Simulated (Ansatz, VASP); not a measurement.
Two plane-wave programs on Hf4F

File INCAR:

```
SYSTEM = Hf4F
  PREC = Accurate
  ENCUT = 520
  EDIFF = 1E-6
  ISMEAR = 0
  SIGMA = 0.1
  LREAL = .False.
  LASPH = .True.
  NELM = 60
  ALGO = Normal
  ISIF = 2
  LWAVE = .False.
  LCHARG = .True.
  LDIPOL = .True.
  IDIPOL = 3
  DIPOL = 0.5 0.5 0.359
  GGA = PE
  LELF = .True.
  LVHAR = .True.
  LVACPOTAV = .True.
  NBANDS = 32
```

KPOINTS

```
Automatic mesh
0
Gamma
  9 9 1
  0 0 0
```

Contents of POSCAR:

```
Hf4F
1.0
    3.2048170381      0.0000000000      0.0000000000
   -1.6024085190      2.7754529695      0.0000000000
    0.0000000000      0.0000000000     24.5281466259
Hf F
4 1
Direct
    0.6666666667      0.3333333333      0.1630779553
    0.3333333333      0.6666666667      0.2663815885
    0.6666666667      0.3333333333      0.3732987945
    0.3333333333      0.6666666667      0.4699966451
    0.6666666667      0.3333333333      0.5242200653
```

Input for Ansatz:

```yaml
crystal:
  lattice:
    - [3.2048170381, 0.0, 0.0]
    - [-1.602408519, 2.7754529695, 0.0]
    - [0.0, 0.0, 24.5281466259]
  atoms:
    - { symbol: Hf, position: [0.6666666667, 0.3333333333, 0.1630779553] }
    - { symbol: Hf, position: [0.3333333333, 0.6666666667, 0.2663815885] }
    - { symbol: Hf, position: [0.6666666667, 0.3333333333, 0.3732987945] }
    - { symbol: Hf, position: [0.3333333333, 0.6666666667, 0.4699966451] }
    - { symbol: F, position: [0.6666666667, 0.3333333333, 0.5242200653] }
basis:
  ecutwfc: 420
kpoints:
  mp_grid: { grid: [9, 9, 1] }
hamiltonian:
  xc: pbe
scf:
  occupations: { method: gaussian, width: 0.1 }
output:
  forces: true
  eigenvalues: true
efield:
  axis: 3
  dipole_correction: true
  ramp_width: 0.04
```

Alike in both runs: task single point; functional PBE; k mesh 9 × 9 × 1; occupations gaussian, width 0.1 eV; no spin polarisation.

```csv
,VASP,Ansatz
version,VASP 6.6.1,Ansatz 0.2.0
potentials or method,"VASP PAW PBE potentials, release 64 (Hf_pv, F), cutoff 520 eV","scalar-relativistic, plane waves, PAW"
valence electrons in the cell,47,111
```

Ansatz gave:

```
gap on the k mesh at the Fermi level (eV)  : none
rms of the force components (eV/Å)         : 0.350
work function, face that differs most (eV) : 3.93
```

Problem. What did VASP give for the same quantities?

Solution. gap on the k mesh at the Fermi level (eV): none; rms of the force components (eV/Å): 0.340; work function, face that differs most (eV): 3.97.

Atom by atom the forces differ by 0.044 eV/Å (rms over components). A gap of «none» marks a metal or a gap that the smearing closes. With one functional, cell and mesh, what is left measures potentials, basis and numerics. VASP's potentials hold 47 valence electrons a cell and Ansatz's 111, so a difference there can come from the potentials and not from the codes.

Spin-orbit coupling is off throughout.
